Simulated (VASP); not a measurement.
Here is a VASP 6.6.1 calculation.

Contents of INCAR:

```
SYSTEM = MgCd2S3
PREC = Accurate ; ENCUT = 600
EDIFF = 1E-6 ; ISMEAR = 0
SIGMA = 0.1 ; LREAL = .False.
LASPH = .True. ; NELM = 80
ALGO = Normal ; ISIF = 3
LWAVE = .False. ; LCHARG = .False.
GGA = PE ; IBRION = 2
NSW = 90 ; EDIFFG = -0.04
```

Contents of KPOINTS:

```
regular mesh
0
Gamma
  6 6 4
  0 0 0
```

Contents of POSCAR:

```
MgCd2S3
1.0
    4.2427444000      0.0000000000      0.0000000000
   -2.1213722000      3.6743244300      0.0000000000
    0.0000000000      0.0000000000      7.4502277200
Mg Cd S
1 2 3
Direct
    0.0000000000      0.0000000000      0.5000000000
    0.6666666700      0.3333333300      0.1857560900
    0.3333333300      0.6666666700      0.8142439100
    0.6666666700      0.3333333300      0.8504758500
    0.3333333300      0.6666666700      0.1495241500
    0.0000000000      0.0000000000      0.0000000000
```

Potentials or basis: VASP PAW PBE potentials, release 64 (Mg, Cd, S).

Command:

```console
$ cat potpaw_PBE.64/Mg/POTCAR potpaw_PBE.64/Cd/POTCAR potpaw_PBE.64/S/POTCAR > POTCAR
$ mpirun -np 1 vasp_std > vasp.out
```

Task: What does it give for the relaxed volume?

Result: 19.80 Å³/atom.

Task: Predict the space group after relaxing (to 0.1 Å).

Result: P-3m1 (No. 164).

Task: Estimate the band gap on the k mesh.

Result: 0.91 eV (least direct gap 1.45 eV).

Forces in eV/Å, atoms in the order of the input:
```
Mg   0.000  0.000  0.000
Cd   0.000  0.000 -0.035
Cd   0.000  0.000  0.035
S    0.000  0.000  0.021
S    0.000  0.000 -0.021
S    0.000  0.000  0.000
```

Caveat: a cell axis changed by over 15 % at a fixed basis, so the end point is rough. A k mesh can miss the band edges.
